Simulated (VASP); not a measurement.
# Li2Be3C2: single point with PBE

Crystal: Li2Be3C2.

```
Li Be C
1.0
     2.42041    0.00000    0.00000
    -1.21020    2.09614    0.00000
     0.00000    0.00000   17.18526
Li Be C
2 3 2
Direct
  0.66667 0.33333 0.87493
  0.33333 0.66667 0.12507
  0.33333 0.66667 0.74659
  0.66667 0.33333 0.25341
  0.00000 0.00000 0.00000
  0.33333 0.66667 0.50000
  0.66667 0.33333 0.50000
```

The cell was generated, and may not be a known phase.

```json
{
  "Program": "VASP 6.6.1",
  "Task": "single point",
  "Functional": "PBE",
  "Potentials or basis": "VASP PAW PBE potentials, release 64 (Li_sv, Be, C)",
  "Cutoff": "520 eV",
  "k mesh": "18 × 18 × 4",
  "Occupations": "gaussian, width 0.1 eV",
  "Spin": "no spin polarisation",
  "Dipole correction": "no",
  "Further INCAR settings": "ALGO = Normal; EDIFF = 1e-07; NBANDS = 19"
}
```

```yaml
Band_gap_on_the_k_mesh: zero (bands 10 and 11 overlap by 3.60 eV)
```

Levels at points of the mesh, in eV from the Fermi level:
```csv
k point,band 8,band 9,band 10,band 11,band 12,band 13
"(0.00, 0.00, 0.00)",-3.52,-2.68,-2.68,-2.14,-1.79,3.16
"(0.50, 0.00, 0.00)",-1.47,-1.39,-0.25,0.29,2.04,2.15
"(0.00, 0.00, 0.50)",-3.53,-2.68,-2.68,-2.07,-1.86,3.42
"(0.50, 0.00, 0.50)",-1.48,-1.39,-0.25,0.29,2.03,2.17
```

Wall time 2.3 min on 1 thread of Intel(R) Xeon(R) 6975P-C (Granite Rapids) (shared host), peak memory 0.33 GiB.
